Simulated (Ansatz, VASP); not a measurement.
## One calculation of In, two programs

```
CELL_PARAMETERS angstrom
-1.69421 1.69421 2.25093
1.69421 -1.69421 2.25093
1.69421 1.69421 -2.25093
ATOMIC_POSITIONS crystal
In 0.00000 0.00000 0.00000
```

Alike in both runs: task single point; functional PBE; k mesh 20 × 20 × 20; occupations gaussian, width 0.15 eV; no spin polarisation.

```csv
,VASP,Ansatz
version,VASP 6.6.1,Ansatz 0.2.0
potentials or method,"VASP PAW PBE potentials, release 64 (In_d), cutoff 520 eV","scalar-relativistic, plane waves, PAW"
valence electrons in the cell,13,13
```

Ansatz gave:

- gap on the k mesh at the Fermi level (eV): none
- pressure (GPa): 2.6

**Question.** What did VASP give for the same quantities?

**Answer.** gap on the k mesh at the Fermi level (eV): none; pressure (GPa): 2.4.

A gap of «none» marks a metal or a gap that the smearing closes.
